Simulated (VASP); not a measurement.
# Mn (Fd-3m) in VASP: a series of runs, part 2 of 2

VASP 6.6.1. The steps go on from the part before.

## Step 5: Single point, PBE

This run uses another cell than the first one, of 15.48 Å³/atom.

Input file INCAR:

```
SYSTEM = Mn
ALGO = Normal
EDIFF = 1E-7
ENCUT = 520
GGA = PE
ISIF = 2
ISMEAR = -1
LASPH = .True.
LCHARG = .False.
LREAL = .False.
LWAVE = .False.
NBANDS = 20
NELM = 100
PREC = Accurate
SIGMA = 0.06122561905347299
```

Input file KPOINTS:

```
k-points
0
Gamma
  19 19 19
  0 0 0
```

Input file POSCAR:

```
Mn
1.0
    0.0000000000      2.4924092582      2.4924092582
    2.4924092582      0.0000000000      2.4924092582
    2.4924092582      2.4924092582      0.0000000000
Mn
2
Direct
    0.0000000000      0.0000000000      0.0000000000
    0.2500000000      0.2500000000      0.2500000000
```

Potentials or basis: VASP PAW PBE potentials, release 64 (Mn_pv).

The run is started by

```console
$ cat potpaw_PBE.64/Mn_pv/POTCAR > POTCAR
$ mpirun -np 1 vasp_std > vasp.out
```

OUTCAR:

```text
SYSTEM = Mn
   EDIFF = 1E-7
   ENCUT = 520
   GGA = PE
   ISIF = 2
   ISMEAR = -1
   LASPH = .True.
   LREAL = .False.
   NELM = 100
   PREC = Accurate

 ion  position               nearest neighbor table
   1  0.000  0.000  0.000-   2 2.16   2 2.16   2 2.16   2 2.16
   2  0.250  0.250  0.250-   1 2.16   1 2.16   1 2.16   1 2.16

  LATTYP: Found a face centered cubic cell.
 ALAT       =     4.9848185164

  Lattice vectors:

 A1 = (   0.0000000000,   2.4924092582,   2.4924092582)
 A2 = (   2.4924092582,   0.0000000000,   2.4924092582)
 A3 = (   2.4924092582,   2.4924092582,   0.0000000000)

Analysis of symmetry for initial positions (statically):
=====================================================================
 Subroutine PRICEL returns:
 Original cell was already a primitive cell.

 Routine SETGRP: Setting up the symmetry group for a
 face centered cubic supercell.

 Subroutine GETGRP returns: Found 48 space group operations
 (whereof 24 operations were pure point group operations)
 out of a pool of 48 trial point group operations.

The static configuration has the point symmetry T_d .
 The point group associated with its full space group is O_h .

Analysis of symmetry for dynamics (positions and initial velocities):
=====================================================================
 Subroutine PRICEL returns:
 Original cell was already a primitive cell.

 Routine SETGRP: Setting up the symmetry group for a
 face centered cubic supercell.

 Subroutine GETGRP returns: Found 48 space group operations
 (whereof 24 operations were pure point group operations)
 out of a pool of 48 trial point group operations.

The dynamic configuration has the point symmetry T_d .
 The point group associated with its full space group is O_h .

 Subroutine INISYM returns: Found 48 space group operations
 (whereof 24 operations are pure point group operations),
 and found     1 'primitive' translations

----------------------------------------------------------------------------------------

[... 104 lines left out ...]
   NUPDOWN=      -1.0000    fix difference up-down
   EMIN   =  10.00;   EMAX   =-10.00  energy-range for DOS
   EFERMI =   0.00;   METHOD = LEGACY
   ISMEAR =    -1;   SIGMA  =   0.06  broadening in eV -4-tet -1-fermi 0-gaus
   EFERMI_NEDOS =   21; number of points for ismear=-14 and -15
   IALGO  =     38    algorithm
   IMIX   =      4    mixing-type and parameters
     AMIX     =   0.40;   BMIX     =  1.00
     AMIX_MAG =   1.60;   BMIX_MAG =  1.00
  volume/ion in A,a.u.               =      15.48       104.49
  Fermi-wavevector in a.u.,A,eV,Ry     =   1.544436  2.918561 32.453741  2.385283
  Thomas-Fermi vector in A             =   2.649957
   LORBIT       =      0    0 simple, 1 ext, 2 COOP (PROOUT), +10 PAW based schemes
   GGA     = PE    functional components
   LHFCALC =     F    Hartree Fock is set to
   AEXX    =    0.0000 exact exchange contribution
   IVDW    =     0    specifies the selected vdW correction
   LEPSILON=     F    determine dielectric tensor
   LRPA    =     F    only Hartree local field effects (RPA)
 non-spin polarized calculation
  energy-cutoff  :      520.00
  volume of cell :       30.97
 maximum number of plane-waves:       869
   NGX = 13   NGY = 13   NGZ = 13

 number of electron      25.9999982 magnetization

 Free energy of the ion-electron system (eV)
  ---------------------------------------------------
  ext. energy  EPLUGINS =         0.00000000
  ---------------------------------------------------
  free energy    TOTEN  =       -15.18672767 eV

  energy without entropy =      -15.16593674  energy(sigma->0) =      -15.17633220

 E-fermi :   5.8383     XC(G=0): -11.5891

 val. band max:        5.8366986581   @ k =  -0.1579   0.0526   0.0000
 cond. band min:       5.8458827272   @ k =  -0.2632   0.2632   0.0000
 fundamental gap:      0.0091840690
 Fermi energy:         5.8382627595

 k-point     1 :       0.0000    0.0000    0.0000
  band No.  band energies     occupation
      1     -42.0308      2.00000
      2     -42.0308      2.00000
      3     -42.0308      2.00000
      4     -41.3533      2.00000
      5     -41.3533      2.00000
      6     -41.3533      2.00000
[... 541 lines left out ...]
     19      16.6009      0.00000
     20      18.2889      0.00000

 [... further k-points ...]
[... 5 lines left out ...]
  --------------------------------------------------------------------------------------
  -------------------------------------------------------------------------------------
  Total       -0.4532526     -0.4532526     -0.4532526      0.0000000     -0.0000000     -0.0000000
  in kB      -23.4510789    -23.4510789    -23.4510789      0.0000000     -0.0000000     -0.0000000
  external PRESSURE =     -23.4510789 kB  Pullay stress =       0.0000000 kB

 VOLUME and BASIS-vectors are now :
 -----------------------------------------------------------------------------
  energy-cutoff  :      520.00
  volume of cell :       30.97
      direct lattice vectors                 reciprocal lattice vectors
     0.000000000  2.492409258  2.492409258    -0.200609109  0.200609109  0.200609109
     2.492409258  0.000000000  2.492409258     0.200609109 -0.200609109  0.200609109
     2.492409258  2.492409258  0.000000000     0.200609109  0.200609109 -0.200609109

 POSITION                                       TOTAL-FORCE (eV/Angst)
 -----------------------------------------------------------------------------------
      0.00000      0.00000      0.00000        -0.000000     -0.000000     -0.000000
      1.24620      1.24620      1.24620         0.000000      0.000000      0.000000
 -----------------------------------------------------------------------------------
    total drift:                                0.000000      0.000000      0.000000

  FREE ENERGIE OF THE ION-ELECTRON SYSTEM (eV)
  ---------------------------------------------------
  free  energy   TOTEN  =       -15.1867276662 eV

  energy  without entropy=      -15.1659367350  energy(sigma->0) =      -15.17633220
```

OSZICAR:

```text
N       E                     dE             d eps       ncg     rms          rms(c)
DAV:   1     0.267832826742E+03    0.26783E+03   -0.15927E+04  8832   0.167E+03
DAV:   2    -0.615894413385E+01   -0.27399E+03   -0.26572E+03  8900   0.450E+02
DAV:   3    -0.165722602804E+02   -0.10413E+02   -0.10288E+02  9344   0.107E+02
DAV:   4    -0.167104458362E+02   -0.13819E+00   -0.13817E+00  9188   0.119E+01
DAV:   5    -0.167139106861E+02   -0.34648E-02   -0.34648E-02  9316   0.192E+00    0.122E+01
DAV:   6    -0.153374607333E+02    0.13764E+01   -0.10667E+01  9248   0.369E+01    0.291E+00
DAV:   7    -0.151954901551E+02    0.14197E+00   -0.81385E-01  9112   0.105E+01    0.155E+00
DAV:   8    -0.151867193937E+02    0.87708E-02   -0.17496E-02  9308   0.176E+00    0.153E-01
DAV:   9    -0.151867397282E+02   -0.20334E-04   -0.19519E-03  9156   0.511E-01    0.417E-02
DAV:  10    -0.151867236734E+02    0.16055E-04   -0.34527E-05  9092   0.671E-02    0.105E-02
DAV:  11    -0.151867266783E+02   -0.30049E-05   -0.22680E-06  9444   0.178E-02    0.173E-03
DAV:  12    -0.151867274436E+02   -0.76529E-06   -0.11598E-07  5704   0.433E-03    0.354E-04
DAV:  13    -0.151867276528E+02   -0.20924E-06   -0.14891E-08  4660   0.143E-03    0.730E-05
DAV:  14    -0.151867276662E+02   -0.13417E-07   -0.39056E-09  4520   0.793E-04
   1 F= -.15186728E+02 E0= -.15176332E+02  d E =-.207909E-01
```

It took 51 s on 1 thread of Intel Xeon 6975P-C (Granite Rapids), shared host; peak memory 0.23 GiB.

What came out:

```
Free energy            : -15.1867 eV
Pressure               : -2.3 GPa
Band gap on the k mesh : zero (bands 13 and 14 overlap by 0.62 eV)
```

Caveat: the run has no spin polarisation, though such a crystal can be magnetic. Spin polarisation is off, so any magnetic state and its effect on volume and gap are missing.

## Step 6: Summary

```tsv
cell	gap on the mesh (eV)	pressure (GPa)
a = 3.478 Å, angles 60.0°, 2 atoms	none	3.6
a = 3.502 Å, angles 60.0°, 2 atoms	none	0.5
a = 3.525 Å, angles 60.0°, 2 atoms	none	-2.3
```

Alike in all rows: task single point; level PBE; potentials or basis VASP PAW PBE potentials, release 64 (Mn_pv); no spin polarisation; k mesh 19 × 19 × 19; cutoff (eV) 520; smearing fermi-dirac 0.0612256 eV.

Caveats: the run has no spin polarisation, though such a crystal can be magnetic; the cell stands under pressure (at least some runs).

Absolute energies hang on the potentials; compare differences alone.
